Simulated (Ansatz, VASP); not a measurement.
Two plane-wave programs on AlCo

```
CELL_PARAMETERS angstrom
2.77711 0.00000 0.00000
0.00000 2.77711 0.00000
0.00000 0.00000 2.73482
ATOMIC_POSITIONS crystal
Al 0.00000 0.00000 0.00000
Co 0.50000 0.50000 0.50000
```

Change from the starting cell: strain -0.015 along x and y, -0.030 along z, atoms carried along.

Alike in both runs: task single point; functional PBEsol; k mesh 16 × 16 × 16; occupations gaussian, width 0.15 eV; no spin polarisation.

```csv
,VASP,Ansatz
version,VASP 6.6.1,Ansatz 0.2.0
potentials or method,"VASP PAW PBE potentials, release 64 (Al, Co), cutoff 520 eV","scalar-relativistic, plane waves, PAW"
valence electrons in the cell,12,20
```

|  | VASP | Ansatz | Ansatz less VASP |
| --- | --- | --- | --- |
| gap on the k mesh at the Fermi level (eV) | none | none | - |
| pressure (GPa) | 13.7 | 14.3 | +0.62 |
| traceless stress, the component that is largest in VASP (GPa) | 2.41 | 2.41 | +0.002 |

VASP's potentials were made for PBE, not for PBEsol. A gap of «none» marks a metal or a gap that the smearing closes. With one functional, cell and mesh, what is left measures potentials, basis and numerics. VASP's potentials hold 12 valence electrons a cell and Ansatz's 20, so a difference there can come from the potentials and not from the codes.
